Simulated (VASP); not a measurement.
# Si7C8 (P1) in VASP: a series of runs

Runs on Si7C8. Level: PBE. Tasks: single point.

Everything below comes from runs of VASP 6.6.1. Logs are shortened: lines on timing, memory, paths and dates and some standing lists are left out, and cuts for length are marked.

### Step 1. The cell of the first run

The typed cell holds 15 atoms: a = 8.720 Å, b = 4.360 Å, c = 4.360 Å, α = 90.00°, β = 90.00°, γ = 90.00°.

### Step 2. Single point, PBE

INCAR

```
SYSTEM = Si7C8
PREC = Accurate
ENCUT = 600
EDIFF = 1E-6
ISMEAR = 0
SIGMA = 0.01
LREAL = .FALSE.
LASPH = .TRUE.
NELM = 120
ALGO = Normal
ISIF = 2
LWAVE = .FALSE.
LCHARG = .FALSE.
GGA = PE
NBANDS = 43
GGA_COMPAT = .FALSE.
```

KPOINTS

```
regular mesh
0
G
  1 1 1
  0 0 0
```

POSCAR

```
Si7C8
1.0
    8.7200000000      0.0000000000      0.0000000000
    0.0000000000      4.3600000000      0.0000000000
    0.0000000000      0.0000000000      4.3600000000
Si C
7 8
Direct
    0.0018800000      0.0006360000      0.0069320000
    0.9968220000      0.4922230000      0.5112180000
    0.2546090000      0.0071650000      0.4952880000
    0.2490830000      0.5006130000      0.0022560000
    0.4984210000      0.0022250000      0.0043520000
    0.7495250000      0.9987770000      0.5020580000
    0.7545800000      0.5061460000      0.0179920000
    0.1274870000      0.2460880000      0.2502870000
    0.1238310000      0.7553760000      0.7541320000
    0.3736150000      0.2424540000      0.7558810000
    0.3749770000      0.7610710000      0.2484530000
    0.6253190000      0.2509690000      0.2440550000
    0.6238480000      0.7546320000      0.7529940000
    0.8784920000      0.2490050000      0.7438480000
    0.8665120000      0.7346220000      0.2409940000
```

Potentials or basis: VASP PAW PBE potentials, release 64 (Si, C).

Command:

```bash
$ cat potpaw_PBE.64/Si/POTCAR potpaw_PBE.64/C/POTCAR > POTCAR
$ mpirun -np 1 vasp_gam > vasp.out
```

OUTCAR:

```text
SYSTEM = Si7C8
   PREC = Accurate
   ENCUT = 600
   EDIFF = 1E-6
   ISMEAR = 0
   LREAL = .FALSE.
   LASPH = .TRUE.
   NELM = 120
   ISIF = 2
   GGA = PE

 ion  position               nearest neighbor table
   1  0.002  0.001  0.007-   8 1.86   9 1.87  14 1.91  15 1.94   2 3.04   7 3.05   3 3.06   4 3.07
                             4 3.07   2 3.07   6 3.08   7 3.08   2 3.10   6 3.11   2 3.12   3 3.14
   2  0.997  0.492  0.511-  14 1.79   9 1.91   8 1.93  15 1.95   7 3.01   1 3.04   6 3.05   7 3.06
                             4 3.07   1 3.07   6 3.09   3 3.09   1 3.10   1 3.12   4 3.12
   3  0.255  0.007  0.495-  11 1.85  10 1.85   8 1.86   9 1.94   5 3.02   4 3.04   1 3.06   5 3.07
                             4 3.08   4 3.08   2 3.09   4 3.13   1 3.14
   4  0.249  0.501  0.002-   8 1.88   9 1.90  10 1.90  11 1.91   3 3.04   1 3.07   1 3.07   2 3.07
                             5 3.07   3 3.08   5 3.08   3 3.08   2 3.12   3 3.13
   5  0.498  0.002  0.004-  11 1.84  10 1.86  12 1.87  13 1.89   3 3.02   3 3.07   4 3.07   6 3.08
                             4 3.08   6 3.10   7 3.11   7 3.13
   6  0.750  0.999  0.502-  13 1.88  14 1.89  12 1.91  15 1.91   7 3.01   2 3.05   7 3.06   1 3.08
                             5 3.08   2 3.09   5 3.10   7 3.11   1 3.11
   7  0.755  0.506  0.018-  15 1.70  12 1.87  13 1.95  14 1.96   6 3.01   2 3.01   1 3.05   2 3.06
                             6 3.06   1 3.08   5 3.11   6 3.11   5 3.13
   8  0.127  0.246  0.250-   3 1.86   1 1.86   4 1.88   2 1.93
   9  0.124  0.755  0.754-   1 1.87   4 1.90   2 1.91   3 1.94
  10  0.374  0.242  0.756-   3 1.85   5 1.86   4 1.90
  11  0.375  0.761  0.248-   5 1.84   3 1.85   4 1.91
  12  0.625  0.251  0.244-   7 1.87   5 1.87   6 1.91
  13  0.624  0.755  0.753-   6 1.88   5 1.89   7 1.95
  14  0.878  0.249  0.744-   2 1.79   6 1.89   1 1.91   7 1.96
  15  0.867  0.735  0.241-   7 1.70   6 1.91   1 1.94   2 1.95

  LATTYP: Found a simple tetragonal cell.
 ALAT       =     4.3600000000
 C/A-ratio  =     2.0000000000

  Lattice vectors:

 A1 = (   0.0000000000,   4.3600000000,   0.0000000000)
 A2 = (   0.0000000000,   0.0000000000,   4.3600000000)
 A3 = (   8.7200000000,   0.0000000000,   0.0000000000)

Analysis of symmetry for initial positions (statically):
=====================================================================
 Subroutine PRICEL returns:
 Original cell was already a primitive cell.

 Routine SETGRP: Setting up the symmetry group for a
 simple tetragonal supercell.

 Subroutine GETGRP returns: Found  1 space group operations
 (whereof  1 operations were pure point group operations)
 out of a pool of 16 trial point group operations.

The static configuration has the point symmetry C_1 .

Analysis of symmetry for dynamics (positions and initial velocities):
=====================================================================
 Subroutine PRICEL returns:
 Original cell was already a primitive cell.

 Routine SETGRP: Setting up the symmetry group for a
 simple tetragonal supercell.

 Subroutine GETGRP returns: Found  1 space group operations
 (whereof  1 operations were pure point group operations)
 out of a pool of 16 trial point group operations.

The dynamic configuration has the point symmetry C_1 .

 Subroutine INISYM returns: Found  1 space group operations
 (whereof  1 operations are pure point group operations),
 and found     1 'primitive' translations

----------------------------------------------------------------------------------------

                                     Primitive cell

  volume of cell :     165.7637

  direct lattice vectors                    reciprocal lattice vectors
     8.720000000  0.000000000  0.000000000     0.114678899  0.000000000  0.000000000
     0.000000000  4.360000000  0.000000000     0.000000000  0.229357798  0.000000000
     0.000000000  0.000000000  4.360000000     0.000000000  0.000000000  0.229357798

  length of vectors
     8.720000000  4.360000000  4.360000000     0.114678899  0.229357798  0.229357798

  position of ions in fractional coordinates (direct lattice)
     0.001880000  0.000636000  0.006932000
     0.996822000  0.492223000  0.511218000
     0.254609000  0.007165000  0.495288000
     0.249083000  0.500613000  0.002256000
     0.498421000  0.002225000  0.004352000
     0.749525000  0.998777000  0.502058000
     0.754580000  0.506146000  0.017992000
     0.127487000  0.246088000  0.250287000
     0.123831000  0.755376000  0.754132000
     0.373615000  0.242454000  0.755881000
     0.374977000  0.761071000  0.248453000
     0.625319000  0.250969000  0.244055000
     0.623848000  0.754632000  0.752994000
     0.878492000  0.249005000  0.743848000
     0.866512000  0.734622000  0.240994000

  ion indices of the primitive-cell ions
   primitive index   ion index
                 1           1
                 2           2
                 3           3
                 4           4
                 5           5
                 6           6
                 7           7
                 8           8
                 9           9
                10          10
                11          11
                12          12
                13          13
                14          14
                15          15

----------------------------------------------------------------------------------------

 KPOINTS: regular mesh

Automatic generation of k-mesh.
 Grid dimensions read from file:
 generate k-points for:    1    1    1

 Generating k-lattice:

  Cartesian coordinates                     Fractional coordinates (reciprocal lattice)
     0.114678899  0.000000000  0.000000000     1.000000000  0.000000000  0.000000000
     0.000000000  0.229357798  0.000000000     0.000000000  1.000000000  0.000000000
     0.000000000  0.000000000  0.229357798     0.000000000  0.000000000  1.000000000

  Length of vectors
     0.114678899  0.229357798  0.229357798

  Shift w.r.t. Gamma in fractional coordinates (k-lattice)
     0.000000000  0.000000000  0.000000000

 Subroutine IBZKPT returns following result:
 ===========================================

 Found      1 irreducible k-points:

 Following reciprocal coordinates:
            Coordinates               Weight
  0.000000  0.000000  0.000000      1.000000
   k-points           NKPTS =      1   k-points in BZ     NKDIM =      1   number of bands    NBANDS=     43
   number of dos      NEDOS =    301   number of ions     NIONS =     15
   total plane-waves  NPLWV =  90720
   dimension x,y,z NGX =    70 NGY =   36 NGZ =   36
   dimension x,y,z NGXF=   140 NGYF=   72 NGZF=   72
   ions per type =               7   8
   NGX,Y,Z   is equivalent  to a cutoff of  13.35, 13.73, 13.73 a.u.
   NGXF,Y,Z  is equivalent  to a cutoff of  26.69, 27.45, 27.45 a.u.
 SYSTEM =  Si7C8
   PREC   = accura    normal or accurate (medium, high low for compatibility)
   ISTART =      0    job   : 0-new  1-cont  2-samecut
   ICHARG =      2    charge: 1-file 2-atom 10-const
   ISPIN  =      1    spin polarized calculation?
   LNONCOLLINEAR =      F non collinear calculations
   LSORBIT =      F    spin-orbit coupling
   LASPH  =      T    aspherical Exc in radial PAW
   ENCUT  =  600.0 eV  44.10 Ry    6.64 a.u.  17.42  8.71  8.71*2*pi/ulx,y,z
   NELM   =    120;   NELMIN=  2; NELMDL= -5     # of ELM steps
   EDIFF  = 0.1E-05   stopping-criterion for ELM
   LREAL  =      F    real-space projection
   EDIFFG = 0.1E-04   stopping-criterion for IOM
   NSW    =      0    number of steps for IOM
   IBRION =     -1    ionic relax: 0-MD 1-quasi-New 2-CG
   NFREE  =      0    steps in history (QN), initial steepest desc. (CG)
   ISIF   =      2    stress and relaxation
   ISYM   =      2    0-nonsym 1-usesym 2-fastsym
   POTIM  = 0.5000    time-step for ionic-motion
   TEBEG  =    0.0;   TEEND  =   0.0 temperature during run
   PSTRESS=    0.0 pullay stress
   NELECT =      60.0000    total number of electrons
   NUPDOWN=      -1.0000    fix difference up-down
   EMIN   =  10.00;   EMAX   =-10.00  energy-range for DOS
   EFERMI =   0.00;   METHOD = LEGACY
   ISMEAR =     0;   SIGMA  =   0.01  broadening in eV -4-tet -1-fermi 0-gaus
   EFERMI_NEDOS =   21; number of points for ismear=-14 and -15
   IALGO  =     38    algorithm
   IMIX   =      4    mixing-type and parameters
     AMIX     =   0.40;   BMIX     =  1.00
     AMIX_MAG =   1.60;   BMIX_MAG =  1.00
  volume/ion in A,a.u.               =      11.05        74.58
  Fermi-wavevector in a.u.,A,eV,Ry     =   1.166708  2.204758 18.520346  1.361207
  Thomas-Fermi vector in A             =   2.303217
   LORBIT       =      0    0 simple, 1 ext, 2 COOP (PROOUT), +10 PAW based schemes
   GGA     = PE    functional components
   LHFCALC =     F    Hartree Fock is set to
   AEXX    =    0.0000 exact exchange contribution
   IVDW    =     0    specifies the selected vdW correction
   LEPSILON=     F    determine dielectric tensor
   LRPA    =     F    only Hartree local field effects (RPA)
 non-spin polarized calculation
 Gauss-broadening in eV      SIGMA  =   0.01
  energy-cutoff  :      600.00
  volume of cell :      165.76
 maximum number of plane-waves:      2770
 NGX is ok and might be reduce to    70
   NGX = 35   NGY = 17   NGZ = 17

 number of electron      59.9999999 magnetization

 Free energy of the ion-electron system (eV)
  ---------------------------------------------------
  ext. energy  EPLUGINS =         0.00000000
  ---------------------------------------------------
  free energy    TOTEN  =      -101.24635668 eV

  energy without entropy =     -101.24635668  energy(sigma->0) =     -101.24635668

 E-fermi :   7.8177     XC(G=0): -10.9068

 val. band max:        7.7463781310   @ k =   0.0000   0.0000   0.0000
 cond. band min:       7.9143367135   @ k =   0.0000   0.0000   0.0000
 fundamental gap:      0.1679585825
 Fermi energy:         7.8177114365

 k-point     1 :       0.0000    0.0000    0.0000
  band No.  band energies     occupation
      1      -8.3185      2.00000
      2      -6.7869      2.00000
      3      -6.0622      2.00000
      4      -3.6612      2.00000
      5      -3.5392      2.00000
      6      -3.1887      2.00000
      7      -2.6681      2.00000
      8      -2.4920      2.00000
      9      -0.8408      2.00000
     10      -0.8035      2.00000
     11      -0.5553      2.00000
     12      -0.0975      2.00000
     13       2.1819      2.00000
     14       2.2311      2.00000
     15       2.4493      2.00000
     16       2.5301      2.00000
     17       2.7345      2.00000
     18       3.6193      2.00000
     19       3.7054      2.00000
     20       3.8002      2.00000
     21       3.8049      2.00000
     22       4.2071      2.00000
     23       4.3200      2.00000
     24       4.9079      2.00000
     25       5.0274      2.00000
     26       5.0939      2.00000
     27       5.3115      2.00000
     28       6.2031      2.00000
     29       6.3838      2.00000
     30       7.7464      2.00000
     31       7.9143      0.00000
     32       7.9400      0.00000
     33       8.7680      0.00000
     34       8.9810      0.00000
     35       9.0886      0.00000
     36      11.0278      0.00000
     37      11.5772      0.00000
     38      11.7303      0.00000
     39      12.2750      0.00000
     40      12.4673      0.00000
     41      12.7754      0.00000
     42      12.9988      0.00000
 [bands above 42 left out]

------------------------ aborting loop because EDIFF is reached ----------------------------------------

  FORCE on cell =-STRESS in cart. coord.  units (eV):
  Direction    XX          YY          ZZ          XY          YZ          ZX
  --------------------------------------------------------------------------------------
  -------------------------------------------------------------------------------------
  Total      -19.3653292     18.0709453     17.7600578      2.9199844      0.2927788      0.5497772
  in kB     -187.1742080    174.6634319    171.6585712     28.2229009      2.8298323      5.3138321
  external PRESSURE =      53.0492650 kB  Pullay stress =       0.0000000 kB

 VOLUME and BASIS-vectors are now :
 -----------------------------------------------------------------------------
  energy-cutoff  :      600.00
  volume of cell :      165.76
      direct lattice vectors                 reciprocal lattice vectors
     8.720000000  0.000000000  0.000000000     0.114678899  0.000000000  0.000000000
     0.000000000  4.360000000  0.000000000     0.000000000  0.229357798  0.000000000
     0.000000000  0.000000000  4.360000000     0.000000000  0.000000000  0.229357798

 POSITION                                       TOTAL-FORCE (eV/Angst)
 -----------------------------------------------------------------------------------
      0.01639      0.00277      0.03022        -0.532563     -0.285818     -0.636180
      8.69229      2.14609      2.22891         0.791280      0.918308     -1.292249
      2.22019      0.03124      2.15946         0.033725     -0.596836      0.863171
      2.17200      2.18267      0.00984         0.902064      0.143734     -0.186973
      4.34623      0.00970      0.01897         0.420973     -0.073374     -0.508736
      6.53586      4.35467      2.18897        -0.804985     -0.095932     -0.402869
      6.57994      2.20680      0.07845        -2.717489     -2.122282     -3.295476
      1.11169      1.07294      1.09125        -0.090588      0.547809      0.239452
      1.07981      3.29344      3.28802         0.459825     -0.131538     -0.198510
      3.25792      1.05710      3.29564        -2.832131     -0.894670      1.679209
      3.26980      3.31827      1.08326        -3.000671      0.756600     -1.719407
      5.45278      1.09422      1.06408         3.009201     -1.806180     -0.847191
      5.43995      3.29020      3.28305         3.060691      1.316411      1.870166
      7.66045      1.08566      3.24318        -0.961663     -0.550676      1.909840
      7.55598      3.20295      1.05073         2.262333      2.874444      2.525753
 -----------------------------------------------------------------------------------
    total drift:                               -0.000117     -0.000468     -0.000634

  FREE ENERGIE OF THE ION-ELECTRON SYSTEM (eV)
  ---------------------------------------------------
  free  energy   TOTEN  =      -101.2463566779 eV

  energy  without entropy=     -101.2463566779  energy(sigma->0) =     -101.24635668
```

It took 27 s on 1 thread of Intel Xeon Platinum 8259CL at 2.50GHz (Skylake/Cascade Lake), shared host; peak memory 0.26 GiB.

What came out:

```yaml
Free_energy: -101.2464 eV
Pressure: 5.3 GPa
Largest_force: 4.770 eV/Å
```

Forces on the atoms (eV/Å):
```
Si  -0.533 -0.286 -0.636
Si   0.791  0.918 -1.292
Si   0.034 -0.597  0.863
Si   0.902  0.144 -0.187
Si   0.421 -0.073 -0.509
Si  -0.805 -0.096 -0.403
Si  -2.717 -2.122 -3.295
C   -0.091  0.548  0.239
C    0.460 -0.132 -0.199
C   -2.832 -0.895  1.679
C   -3.001  0.757 -1.719
C    3.009 -1.806 -0.847
C    3.061  1.316  1.870
C   -0.962 -0.551  1.910
C    2.262  2.874  2.526
```

Caveat: the k points lie up to 1.44 Å⁻¹ apart; forces of over 1 eV/Å act on the atoms, so gaps and moduli don't describe the material at rest.

### Step 3. Single point, PBE

INCAR

```
PREC = Accurate
ENCUT = 600
EDIFF = 1E-6
ISMEAR = -1
SIGMA = 0.01
LREAL = False
LASPH = True
NELM = 120
ALGO = Normal
ISIF = 2
LWAVE = False
LCHARG = True
GGA = PE
LELF = True
LVHAR = True
NBANDS = 43
GGA_COMPAT = False
```

KPOINTS

```
Automatic mesh
0
Gamma
  1 1 1
```

POSCAR is that of step 2.

Potentials or basis: VASP PAW PBE potentials, release 64 (Si, C).

Command:

```bash
$ cat potpaw_PBE.64/Si/POTCAR potpaw_PBE.64/C/POTCAR > POTCAR
$ mpirun -np 1 vasp_gam > vasp.out
```

It took 41 s on 1 thread of Intel Xeon Platinum 8259CL at 2.50GHz (Skylake/Cascade Lake), shared host; peak memory 0.26 GiB.

The run converged. Its results:

```
Free energy   : -101.2464 eV
Pressure      : 5.3 GPa
Largest force : 4.770 eV/Å
```

Forces in eV/Å, atoms in the order of the input:
```
Si  -0.533 -0.286 -0.636
Si   0.791  0.918 -1.292
Si   0.034 -0.597  0.863
Si   0.902  0.144 -0.187
Si   0.421 -0.073 -0.509
Si  -0.805 -0.096 -0.403
Si  -2.718 -2.122 -3.295
C   -0.091  0.548  0.239
C    0.460 -0.132 -0.199
C   -2.832 -0.895  1.679
C   -3.000  0.757 -1.719
C    3.009 -1.806 -0.847
C    3.061  1.316  1.870
C   -0.962 -0.551  1.910
C    2.262  2.874  2.526
```

Stress tensor (GPa, compression positive):
```
-18.72   2.82   0.53
  2.82  17.47   0.28
  0.53   0.28  17.17
```

Levels at points of the mesh, in eV from the Fermi level:
```csv
k point,band 27,band 28,band 29,band 30,band 31,band 32,band 33,band 34
"(0.00, 0.00, 0.00)",-2.52,-1.63,-1.45,-0.08,0.08,0.11,0.94,1.15
```

Caveat: the k points lie up to 1.44 Å⁻¹ apart; forces of over 1 eV/Å act on the atoms, so gaps and moduli don't describe the material at rest.
